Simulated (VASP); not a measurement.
Crystal: Si.

```
Si
1.0
    -2.35546    2.35546    1.32034
     2.35546   -2.35546    1.32034
     2.35546    2.35546   -1.32034
Si
2
Cartesian
  0.0000 0.0000 1.3203
  2.3555 0.0000 0.6602
```

This cell differs from its parent crystal: volume scaled by 0.98.

Program: VASP 6.6.1. Alike in all runs: task single point; no spin polarisation; cell as given; k mesh 11 × 11 × 11; cutoff (eV) 520; smearing fermi-dirac 0.05 eV.

Order these runs on this cell by their pressure, lowest first.
A. level PBE; potentials or basis VASP PAW PBE potentials, release 64 (Si)
B. level LDA; potentials or basis VASP PAW LDA potentials, release 64 (Si)
C. level PBEsol; potentials or basis VASP PAW PBE potentials, release 64 (Si)

B (1.6 GPa), C (3.4 GPa), A (5.7 GPa).

Caveats: the PAW data sets were made with another functional, which shifts forces and pressure a little (some runs).
